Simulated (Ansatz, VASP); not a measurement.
Two plane-wave programs on GaP

Contents of INCAR:

```
SYSTEM = GaP
PREC     = Accurate       ! precision mode
ENCUT    = 520            ! plane-wave cutoff, eV
EDIFF    = 1E-6           ! SCF threshold, eV
ISMEAR   = 0              ! smearing method
SIGMA    = 0.05           ! smearing width, eV
LREAL    = .False.        ! projectors in reciprocal space
LASPH    = .True.         ! aspherical terms in the spheres
NELM     = 60             ! most SCF steps
ALGO     = Normal         ! electronic algorithm
ISIF     = 2              ! what is computed and relaxed
LWAVE    = .False.        ! write WAVECAR
LCHARG   = .False.        ! write CHGCAR
GGA      = CA             ! functional
NBANDS   = 26             ! bands
```

KPOINTS

```
Automatic mesh
0
Gamma
  12 12 12
  0 0 0
```

Contents of POSCAR:

```
GaP
1.0
    2.0207357825      1.1666723480      6.6880425043
   -2.0207357825      1.1666723480      6.6880425043
    0.0000000000     -2.3333446960      6.6880425043
Ga P
2 2
Direct
    0.4353720000      0.4353720000      0.4353720000
    0.5646280000      0.5646280000      0.5646280000
    0.0573890000      0.0573890000      0.0573890000
    0.9426110000      0.9426110000      0.9426110000
```

Input for Ansatz:

```yaml
crystal:
  lattice:
    - [2.0207357825, 1.166672348, 6.6880425043]
    - [-2.0207357825, 1.166672348, 6.6880425043]
    - [0.0, -2.333344696, 6.6880425043]
  atoms:
    - { symbol: Ga, position: [0.435372, 0.435372, 0.435372] }
    - { symbol: Ga, position: [0.564628, 0.564628, 0.564628] }
    - { symbol: P, position: [0.057389, 0.057389, 0.057389] }
    - { symbol: P, position: [0.942611, 0.942611, 0.942611] }
basis:
  ecutwfc: 420
kpoints:
  mp_grid: { grid: [12, 12, 12] }
hamiltonian:
  xc: lda
scf:
  occupations: { method: gaussian, width: 0.05 }
output:
  forces: true
  stress: true
  eigenvalues: true
```

Change from the starting cell: strain +0.040 along x and y, +0.040 along z, atoms carried along.

Alike in both runs: task single point; functional LDA; k mesh 12 × 12 × 12; occupations gaussian, width 0.05 eV; no spin polarisation.

|  | VASP | Ansatz |
| --- | --- | --- |
| version | VASP 6.6.1 | Ansatz 0.2.0 |
| potentials or method | VASP PAW LDA potentials, release 64 (Ga_d, P), cutoff 520 eV | scalar-relativistic, plane waves, PAW |
| valence electrons in the cell | 36 | 36 |

```tsv
	VASP	Ansatz	Ansatz less VASP
gap on the k mesh at the Fermi level (eV)	0.37	0.34	-0.030
least direct gap on the mesh (eV)	0.37	0.34	-0.030
pressure (GPa)	-10.1	-10.1	-0.07
traceless stress, the component that is largest in VASP (GPa)	-0.71	-0.68	+0.034
rms of the force components (eV/Å)	0.079	0.071	-0.0087
```

LDA's correlation is that of Perdew and Zunger in VASP and of Perdew and Wang (1992) in Ansatz. Atom by atom the forces differ by 0.011 eV/Å (rms over components).
